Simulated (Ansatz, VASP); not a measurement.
## One calculation of W, two programs

File INCAR:

```
SYSTEM = W
PREC = Accurate ; ENCUT = 600
EDIFF = 1E-7 ; ISMEAR = -1
SIGMA = 0.05 ; LREAL = .False.
LASPH = .True. ; NELM = 80
ALGO = Normal ; ISIF = 3
LWAVE = .False. ; LCHARG = .False.
GGA = RP ; IVDW = 12
IBRION = 2 ; NSW = 60
EDIFFG = -0.01
```

KPOINTS

```
Automatic mesh
0
Gamma
  11 11 11
  0 0 0
```

File POSCAR:

```
W
1.0
    0.0000000000      2.0300000000      2.0300000000
    2.0300000000      0.0000000000      2.0300000000
    2.0300000000      2.0300000000      0.0000000000
W
1
Direct
    0.0000000000      0.0000000000      0.0000000000
```

File input.yaml:

```yaml
crystal:
  lattice:
    - [0.0, 2.03, 2.03]
    - [2.03, 0.0, 2.03]
    - [2.03, 2.03, 0.0]
  atoms:
    - { symbol: W, position: [0.0, 0.0, 0.0] }
hamiltonian:
  xc: rpbe
  pseudopotentials: { kind: paw }
  dispersion: d3bj
kpoints:
  mp_grid: { grid: [11, 11, 11] }
scf:
  occupations: { method: fermi_dirac, width: 0.05 }
output:
  forces: true
  stress: true
  eigenvalues: true
  write_density: true
  write_potential: true
  elf: true
  volumetric_format: npy
relax:
  f_tol: 0.01
  max_steps: 40
  cell: { stress_tol: 0.05 }
```

Alike in both runs: task relaxation of cell and atoms; functional RPBE; dispersion D3(BJ); k mesh 11 × 11 × 11; occupations fermi-dirac, width 0.05 eV; no spin polarisation.

|  | VASP | Ansatz |
| --- | --- | --- |
| version | VASP 6.6.1 | Ansatz 0.2.0 |
| potentials or method | VASP PAW PBE potentials, release 64 (W_sv) | Ansatz PAW |
| plane-wave cutoff (eV) | 600 | 420 |
| valence electrons in the cell | 14 | 14 |

Ansatz gave:

```
gap on the k mesh at the Fermi level, each at its own relaxed structure (eV) : none
relaxed volume (Å³/atom)                                                     : 14.36
relaxed cell length with the largest relative difference (Å)                 : 2.728
```

**Question.** Which values does VASP return?

**Answer.** gap on the k mesh at the Fermi level, each at its own relaxed structure (eV): none; relaxed volume (Å³/atom): 14.41; relaxed cell length with the largest relative difference (Å): 2.732.

VASP's potentials were made for PBE, not for RPBE. A gap of «none» marks a metal or a gap that the smearing closes.

Neither program's run includes spin-orbit coupling. Noted on Ansatz's run: the plane-wave basis is chosen anew once the cell has moved, so the energies of steps on either side of that aren't comparable.
